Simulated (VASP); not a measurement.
A run of VASP 6.6.1 is set up as follows.

File INCAR:

```
SYSTEM = TaRu2
PREC = Accurate
ENCUT = 520
EDIFF = 1E-6
ISMEAR = 0
SIGMA = 0.1
LREAL = .False.
LASPH = .True.
NELM = 150
ALGO = Fast
ISIF = 2
LWAVE = .False.
LCHARG = .False.
ISPIN = 2
MAGMOM = 0 0 1 1 1 1
LORBIT = 11
LMAXMIX = 4
GGA = PE
NBANDS = 52
```

The input KPOINTS:

```
Automatic mesh
0
Gamma
  6 6 4
  0 0 0
```

Contents of POSCAR:

```
TaRu2
1.0
    4.8925147991      0.0000000000      0.0000000000
   -2.4462573995      4.2370421044      0.0000000000
    0.0000000000      0.0000000000      4.4041675023
Ta Ru
2 4
Direct
    0.3333333333      0.6666666667      0.0000000000
    0.6666666667      0.3333333333      0.0000000000
    0.0000000000      0.0000000000      0.0000000000
    0.6759477136      0.6759477136      0.5000000000
    0.3240522864      0.0000000000      0.5000000000
    0.0000000000      0.3240522864      0.5000000000
```

Potentials or basis: VASP PAW PBE potentials, release 64 (Ta_pv, Ru_pv).

Run with:

```sh
$ cat potpaw_PBE.64/Ta_pv/POTCAR potpaw_PBE.64/Ru_pv/POTCAR > POTCAR
$ mpirun -np 1 vasp_std > vasp.out
```

Question: Predict the pressure.

Answer: 0.1 GPa.

Question: Estimate the largest force.

Answer: 0.008 eV/Å.

Question: What does it give for the net moment?

Answer: 0.00 μB per cell.

Question: Estimate the band gap on the k mesh.

Answer: Zero (filled and empty bands overlap).

Forces in eV/Å, atoms in the order of the input:
```
Ta   0.000  0.000  0.000
Ta   0.000  0.000  0.000
Ru   0.000  0.000  0.000
Ru   0.004  0.007  0.000
Ru  -0.008  0.000  0.000
Ru   0.004 -0.007  0.000
```

Caveat: spin-orbit coupling is left out, which moves the levels of the heavy elements.
